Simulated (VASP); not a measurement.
# C in VASP: a series of runs

The runs below take C through single point, relaxation of the atoms, with LDA.

Program: VASP 6.6.1. These are calculated values, not measurements. Logs are shortened: lines on timing, memory, paths and dates and some standing lists are left out, and cuts for length are marked.

## 1. The cell of the first run

The cell holds a slab with vacuum, 6 atoms: a = 2.497 Å, b = 3.532 Å, c = 18.497 Å, α = 90.00°, β = 90.00°, γ = 90.00°.

## 2. Single point, LDA

The input, INCAR:

```
SYSTEM = C
ALGO = Normal
DIPOL = 0.5 0.5 0.500
EDIFF = 1E-6
ENCUT = 520
GGA = CA
GGA_COMPAT = .FALSE.
IDIPOL = 3
ISIF = 2
ISMEAR = -1
LASPH = .TRUE.
LCHARG = .FALSE.
LDIPOL = .TRUE.
LREAL = .FALSE.
LWAVE = .FALSE.
NBANDS = 21
NELM = 120
NELMDL = -8
PREC = Accurate
SIGMA = 0.02
```

The input, KPOINTS:

```
Automatic mesh
0
Gamma
  10 7 1
  0.5 0.5 0
```

The input, POSCAR:

```
C
1.0
    2.4973237396      0.0000000000      0.0000000000
    0.0000000000      3.5317491022      0.0000000000
    0.0000000000      0.0000000000     18.4973000000
C
6
Direct
    0.7500000000      0.0979653236      0.4395642448
    0.2500000000      0.9020346764      0.4395642448
    0.2500000000      0.6098837583      0.5000000004
    0.7500000000      0.3901162417      0.5000000004
    0.7500000000      0.0979653236      0.5604357548
    0.2500000000      0.9020346764      0.5604357548
```

Potentials or basis: VASP PAW LDA potentials, release 64 (C).

The run is started by

```console
$ cat potpaw_LDA.64/C/POTCAR > POTCAR
$ mpirun -np 1 vasp_std > vasp.out
```

OUTCAR:

```text
SYSTEM = C
   EDIFF = 1E-6
   ENCUT = 520
   GGA = CA
   ISIF = 2
   ISMEAR = -1
   LASPH = .TRUE.
   LREAL = .FALSE.
   NELM = 120
   NELMDL = -8
   PREC = Accurate

 ion  position               nearest neighbor table
   1  0.750  0.098  0.440-   2 1.43   2 1.43   4 1.52
   2  0.250  0.902  0.440-   1 1.43   1 1.43   3 1.52
   3  0.250  0.610  0.500-   4 1.47   4 1.47   6 1.52   2 1.52
   4  0.750  0.390  0.500-   3 1.47   3 1.47   5 1.52   1 1.52
   5  0.750  0.098  0.560-   6 1.43   6 1.43   4 1.52
   6  0.250  0.902  0.560-   5 1.43   5 1.43   3 1.52

  LATTYP: Found a simple orthorhombic cell.
 ALAT       =     2.4973237396
 B/A-ratio  =     1.4142135624
 C/A-ratio  =     7.4068490627

  Lattice vectors:

 A1 = (   2.4973237396,   0.0000000000,   0.0000000000)
 A2 = (   0.0000000000,   3.5317491022,   0.0000000000)
 A3 = (   0.0000000000,   0.0000000000,  18.4973000000)

Analysis of symmetry for initial positions (statically):
=====================================================================
 Subroutine PRICEL returns:
 Original cell was already a primitive cell.

 Routine SETGRP: Setting up the symmetry group for a
 simple orthorhombic supercell.

 Subroutine GETGRP returns: Found  8 space group operations
 (whereof  4 operations were pure point group operations)
 out of a pool of  8 trial point group operations.

The static configuration has the point symmetry C_2h.
 The point group associated with its full space group is D_2h.

Analysis of symmetry for dynamics (positions and initial velocities):
=====================================================================
 Subroutine PRICEL returns:
 Original cell was already a primitive cell.

 Routine SETGRP: Setting up the symmetry group for a
 simple orthorhombic supercell.

 Subroutine GETGRP returns: Found  8 space group operations
 (whereof  4 operations were pure point group operations)
 out of a pool of  8 trial point group operations.

The dynamic configuration has the point symmetry C_2h.
 The point group associated with its full space group is D_2h.

 Subroutine INISYM returns: Found  8 space group operations
 (whereof  4 operations are pure point group operations),
 and found     1 'primitive' translations

----------------------------------------------------------------------------------------

                                     Primitive cell

  volume of cell :     163.1447
[... 100 lines left out ...]
   POTIM  = 0.5000    time-step for ionic-motion
   TEBEG  =    0.0;   TEEND  =   0.0 temperature during run
   PSTRESS=    0.0 pullay stress
   NELECT =      24.0000    total number of electrons
   NUPDOWN=      -1.0000    fix difference up-down
   EMIN   =  10.00;   EMAX   =-10.00  energy-range for DOS
   EFERMI =   0.00;   METHOD = LEGACY
   ISMEAR =    -1;   SIGMA  =   0.02  broadening in eV -4-tet -1-fermi 0-gaus
   EFERMI_NEDOS =   21; number of points for ismear=-14 and -15
   IALGO  =     38    algorithm
   IMIX   =      4    mixing-type and parameters
     AMIX     =   0.40;   BMIX     =  1.00
     AMIX_MAG =   1.60;   BMIX_MAG =  1.00
  volume/ion in A,a.u.               =      27.19       183.49
  Fermi-wavevector in a.u.,A,eV,Ry     =   0.864213  1.633126 10.161708  0.746864
  Thomas-Fermi vector in A             =   1.982277
   LORBIT       =      0    0 simple, 1 ext, 2 COOP (PROOUT), +10 PAW based schemes
   GGA     = CA    functional components
   LHFCALC =     F    Hartree Fock is set to
   AEXX    =    0.0000 exact exchange contribution
   IVDW    =     0    specifies the selected vdW correction
   LEPSILON=     F    determine dielectric tensor
   LRPA    =     F    only Hartree local field effects (RPA)
 non-spin polarized calculation
  energy-cutoff  :      520.00
  volume of cell :      163.14
 maximum number of plane-waves:      4422
 NGX is ok and might be reduce to    20
   NGX =  9   NGY = 13   NGZ = 69

 dipolmoment           0.000000      0.000000     -0.000000 electrons x Angstroem

 number of electron      24.0000003 magnetization

 dipolmoment           0.000000      0.000000      0.000000 electrons x Angstroem

 Free energy of the ion-electron system (eV)
  ---------------------------------------------------
  ext. energy  EPLUGINS =         0.00000000
  ---------------------------------------------------
  free energy    TOTEN  =       -54.31918942 eV

  energy without entropy =      -54.31672409  energy(sigma->0) =      -54.31795675

 E-fermi :  -2.8858     XC(G=0):  -3.7848

 val. band max:       -2.8946575522   @ k =   0.3500   0.5000   0.0000
 cond. band min:      -2.8526462819   @ k =   0.0500   0.3571   0.0000
 fundamental gap:      0.0420112703
 Fermi energy:        -2.8858111972

 k-point     1 :       0.0500    0.0714    0.0000
  band No.  band energies     occupation
      1     -23.7982      2.00000
      2     -18.9179      2.00000
      3     -16.5104      2.00000
      4     -14.3737      2.00000
      5     -10.4918      2.00000
      6     -10.3153      2.00000
[... 469 lines left out ...]
     20       8.9643      0.00000
     21       9.1785      0.00000

------------------------ aborting loop because EDIFF is reached ----------------------------------------

 vacuum level on the upper side and lower side of the slab       (xc-potential included)        -0.092        -0.092

  FORCE on cell =-STRESS in cart. coord.  units (eV):
  Direction    XX          YY          ZZ          XY          YZ          ZX
  --------------------------------------------------------------------------------------
  -------------------------------------------------------------------------------------
  Total       -2.7984314      8.2074296      1.5240433      0.0000000      0.0000000      0.0000000
  in kB      -27.4822459     80.6017958     14.9670034      0.0000000      0.0000000      0.0000000
  external PRESSURE =      22.6955177 kB  Pullay stress =       0.0000000 kB

 VOLUME and BASIS-vectors are now :
 -----------------------------------------------------------------------------
  energy-cutoff  :      520.00
  volume of cell :      163.14
      direct lattice vectors                 reciprocal lattice vectors
     2.497323740  0.000000000  0.000000000     0.400428661  0.000000000  0.000000000
     0.000000000  3.531749102  0.000000000     0.000000000  0.283145821  0.000000000
     0.000000000  0.000000000 18.497300000     0.000000000  0.000000000  0.054061944

 POSITION                                       TOTAL-FORCE (eV/Angst)
 -----------------------------------------------------------------------------------
      1.87299      0.34599      8.13075         0.000000     -0.202922     -0.352583
      0.62433      3.18576      8.13075         0.000000      0.202922     -0.352583
      0.62433      2.15396      9.24865        -0.000000     -0.009177      0.000000
      1.87299      1.37779      9.24865         0.000000      0.009177      0.000000
      1.87299      0.34599     10.36655         0.000000     -0.202922      0.352583
      0.62433      3.18576     10.36655         0.000000      0.202922      0.352583
 -----------------------------------------------------------------------------------
    total drift:                                0.000000      0.000000     -0.000001

  FREE ENERGIE OF THE ION-ELECTRON SYSTEM (eV)
  ---------------------------------------------------
  free  energy   TOTEN  =       -54.3191894217 eV

  energy  without entropy=      -54.3167240865  energy(sigma->0) =      -54.31795675

 vacuum level on the upper side and lower side of the slab         3.183         3.183
```

Wall time 2.6 min (1 thread of Intel Xeon Platinum 8259CL at 2.50GHz (Skylake/Cascade Lake), shared host); peak memory 0.22 GiB.

Results:

* Free energy: -54.3192 eV
* Largest force: 0.407 eV/Å
* Band gap on the k mesh: zero (band 12 reaches -2.65 eV, above the bottom of band 13 at -3.07 eV)

Forces on the atoms (eV/Å):
```
C    0.000 -0.203 -0.353
C    0.000  0.203 -0.353
C    0.000 -0.009  0.000
C    0.000  0.009  0.000
C    0.000 -0.203  0.353
C    0.000  0.203  0.353
```

## 3. Relaxation of the atoms, LDA

The input, INCAR:

```
ALGO = Normal ; DIPOL = 0.5 0.5 0.500
EDIFF = 1E-7 ; EDIFFG = -0.01
ENCUT = 520 ; GGA = CA
GGA_COMPAT = False ; IBRION = 2
IDIPOL = 3 ; ISIF = 2
ISMEAR = -1 ; LASPH = True
LCHARG = False ; LDIPOL = True
LREAL = False ; LWAVE = False
NELM = 120 ; NELMDL = -8
NELMIN = 4 ; NSW = 32
PREC = Accurate ; SIGMA = 0.02
```

The input, KPOINTS:

```
k-points
0
Gamma
  10 7 1
```

POSCAR is that of step 2.

Potentials or basis: VASP PAW LDA potentials, release 64 (C).

The run is started by

```console
$ cat potpaw_LDA.64/C/POTCAR > POTCAR
$ mpirun -np 1 vasp_std > vasp.out
```

It took 4.4 min on 1 thread of Intel Xeon Platinum 8259CL at 2.50GHz (Skylake/Cascade Lake), shared host; peak memory 0.22 GiB.

The run converged. Its results:

| Quantity | Value |
| --- | --- |
| Free energy | -54.3248 eV |
| Energy gained by relaxing | 0.1 meV/atom |
| Ionic steps | 5 |
| Largest force after relaxing | 0.008 eV/Å |
| Band gap on the k mesh | zero (band 12 reaches -2.18 eV, above the bottom of band 13 at -2.99 eV) |

Forces on the atoms (eV/Å):
```
C    0.000 -0.007 -0.002
C    0.000  0.007 -0.002
C    0.000 -0.004  0.000
C    0.000  0.004  0.000
C    0.000 -0.007  0.002
C    0.000  0.007  0.002
```

The path:
| step | energy change (eV) | largest force (eV/Å) | pressure (GPa) |
| --- | --- | --- | --- |
| 1 | 0.0000 | 0.0585 | 2.44 |
| 2 | -0.0002 | 0.1010 | 2.29 |
| 3 | -0.0003 | 0.0668 | 2.33 |
| 4 | -0.0004 | 0.0232 | 2.24 |
| 5 | -0.0004 | 0.0076 | 2.26 |

Final structure:
```cif
data_structure
_symmetry_space_group_name_H-M 'P 1'
_symmetry_Int_Tables_number 1
_cell_length_a 2.4973
_cell_length_b 3.5317
_cell_length_c 18.4973
_cell_angle_alpha 90.000
_cell_angle_beta 90.000
_cell_angle_gamma 90.000
_cell_volume 163.14
loop_
_atom_site_label
_atom_site_type_symbol
_atom_site_fract_x
_atom_site_fract_y
_atom_site_fract_z
_atom_site_occupancy
C1 C 0.75000 0.09819 0.43937 1
C2 C 0.25000 0.90181 0.43937 1
C3 C 0.25000 0.61002 0.50000 1
C4 C 0.75000 0.38998 0.50000 1
C5 C 0.75000 0.09819 0.56063 1
C6 C 0.25000 0.90181 0.56063 1
```

Levels at points of the mesh, in eV from the Fermi level:
| k point | band 8 | band 9 | band 10 | band 11 | band 12 | band 13 | band 14 | band 15 | band 16 |
| --- | --- | --- | --- | --- | --- | --- | --- | --- | --- |
| (0.00, 0.00, 0.00) | -6.46 | -4.39 | -2.26 | -2.24 | 0.63 | 0.89 | 5.29 | 5.39 | 5.44 |
| (0.50, 0.00, 0.00) | -7.85 | -5.09 | -5.09 | -1.72 | -1.72 | 1.30 | 1.30 | 6.73 | 6.73 |
